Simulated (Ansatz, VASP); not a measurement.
AlGaN2 in VASP and in Ansatz

The input POSCAR:

```
AlGaN2
1.0
    3.1385264188      0.0000000000      0.0000000000
    0.0000000000      3.1385264188      0.0000000000
    0.0000000000      0.0000000000      8.8447134538
Al Ga N
2 2 4
Direct
    0.5000000000      0.5000000000      0.2500000000
    0.5000000000      0.5000000000      0.7500000000
    0.0000000000      0.0000000000     -0.0028245529
    0.0000000000      0.0000000000      0.5028245529
    0.5000000000      0.0000000000      0.3568221228
    0.5000000000      0.0000000000      0.8822610476
    0.0000000000      0.5000000000      0.1431778772
    0.0000000000      0.5000000000      0.6177389524
```

The input INCAR.step1:

```
SYSTEM = AlGaN2
PREC = Accurate
ENCUT = 520
ISMEAR = 0
SIGMA = 0.05
LREAL = .False.
LASPH = .True.
NELM = 100
NBANDS = 36
GGA = PE
ALGO = Normal
EDIFF = 1E-4
LWAVE = .True.
LCHARG = .False.
```

The input INCAR.step2:

```
SYSTEM = AlGaN2
PREC = Accurate
ENCUT = 520
EDIFF = 1E-6
ISMEAR = 0
SIGMA = 0.05
LREAL = .False.
LASPH = .True.
NELM = 100
ALGO = Normal
ISIF = 2
LWAVE = .False.
LCHARG = .False.
METAGGA = R2SCAN
LMIXTAU = .True.
NBANDS = 36
ISTART = 1
```

File KPOINTS:

```
regular mesh
0
Gamma
  8 8 4
  0 0 0
```

Input for Ansatz:

```yaml
crystal:
  lattice:
    - [3.1385264188, 0.0, 0.0]
    - [0.0, 3.1385264188, 0.0]
    - [0.0, 0.0, 8.8447134538]
  atoms:
    - { symbol: Al, position: [0.5, 0.5, 0.25] }
    - { symbol: Al, position: [0.5, 0.5, 0.75] }
    - { symbol: Ga, position: [0.0, 0.0, -0.0028245529] }
    - { symbol: Ga, position: [0.0, 0.0, 0.5028245529] }
    - { symbol: "N", position: [0.5, 0.0, 0.3568221228] }
    - { symbol: "N", position: [0.5, 0.0, 0.8822610476] }
    - { symbol: "N", position: [0.0, 0.5, 0.1431778772] }
    - { symbol: "N", position: [0.0, 0.5, 0.6177389524] }
basis:
  ecutwfc: 500
kpoints:
  mp_grid: { grid: [8, 8, 4] }
hamiltonian:
  xc: r2scan
scf:
  occupations: { method: gaussian, width: 0.05 }
output:
  forces: true
  stress: true
  eigenvalues: true
```

Change from the starting cell: mode 23 (742.2 1/cm) frozen in, largest displacement +0.113 Å.

Alike in both runs: task single point; functional r2SCAN; k mesh 8 × 8 × 4; occupations gaussian, width 0.05 eV; no spin polarisation.

|  | VASP | Ansatz |
| --- | --- | --- |
| version | VASP 6.6.1 | Ansatz 0.2.0 |
| potentials or method | VASP PAW PBE potentials, release 64 (Al, Ga_d, N), cutoff 520 eV | scalar-relativistic, plane waves, PAW |
| valence electrons in the cell | 52 | 52 |

Ansatz gave:

```
gap on the k mesh at the Fermi level (eV)                     : 2.64
least direct gap on the mesh (eV)                             : 2.64
pressure (GPa)                                                : 2.3
traceless stress, the component that is largest in VASP (GPa) : -3.01
rms of the force components (eV/Å)                            : 1.626
```

Task: Which values does VASP return?

Result: gap on the k mesh at the Fermi level (eV): 2.64; least direct gap on the mesh (eV): 2.64; pressure (GPa): 2.6; traceless stress, the component that is largest in VASP (GPa): -2.98; rms of the force components (eV/Å): 1.644.

VASP's potentials were made for PBE, not for r2SCAN. Atom by atom the forces differ by 0.039 eV/Å (rms over components). The functional is the same, so the differences come from potentials, cutoffs and numerics.
